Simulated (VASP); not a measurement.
Here is a VASP 6.6.1 calculation.

The input INCAR:

```
SYSTEM = SnSe
ALGO     = Normal         ! electronic algorithm
EDIFF    = 1E-7           ! SCF threshold, eV
ENCUT    = 520            ! plane-wave cutoff, eV
GGA      = CA             ! functional
ISIF     = 2              ! what is computed and relaxed
ISMEAR   = 0              ! smearing method
LASPH    = .True.         ! aspherical terms in the spheres
LCHARG   = .False.        ! write CHGCAR
LREAL    = .False.        ! projectors in reciprocal space
LWAVE    = .False.        ! write WAVECAR
NBANDS   = 28             ! bands
NELM     = 100            ! most SCF steps
PREC     = Accurate       ! precision mode
SIGMA    = 0.05           ! smearing width, eV
```

KPOINTS

```
k-points
0
Gamma
  6 6 4
  0 0 0
```

The input POSCAR:

```
SnSe
1.0
    4.2639007820      0.0000000000      0.0000000000
    0.0000000000      4.2639007820      0.0000000000
    0.0000000000      0.0000000000     10.9906921300
Sn Se
2 2
Direct
    0.5000000000      0.0000000000      0.3722291100
    0.0000000000      0.5000000000      0.6277708900
    0.5000000000      0.0000000000      0.6160394900
    0.0000000000      0.5000000000      0.3839605100
```

Potentials or basis: VASP PAW LDA potentials, release 64 (Sn_d, Se).

The run is started by

```bash
$ cat potpaw_LDA.64/Sn_d/POTCAR potpaw_LDA.64/Se/POTCAR > POTCAR
$ mpirun -np 1 vasp_std > vasp.out
```

Predict the largest force.

0.192 eV/Å.

Predict the band gap on the k mesh.

1.46 eV.

Forces in eV/Å, atoms in the order of the input:
```
Sn   0.000  0.000  0.192
Sn   0.000  0.000 -0.192
Se   0.000  0.000 -0.007
Se   0.000  0.000  0.007
```

Caveat: the cell differs from its parent crystal (strain -0.0050 x Voigt [1, 1, 0, 0, 0, 0]); spin-orbit coupling is left out, which moves the levels of the heavy elements.
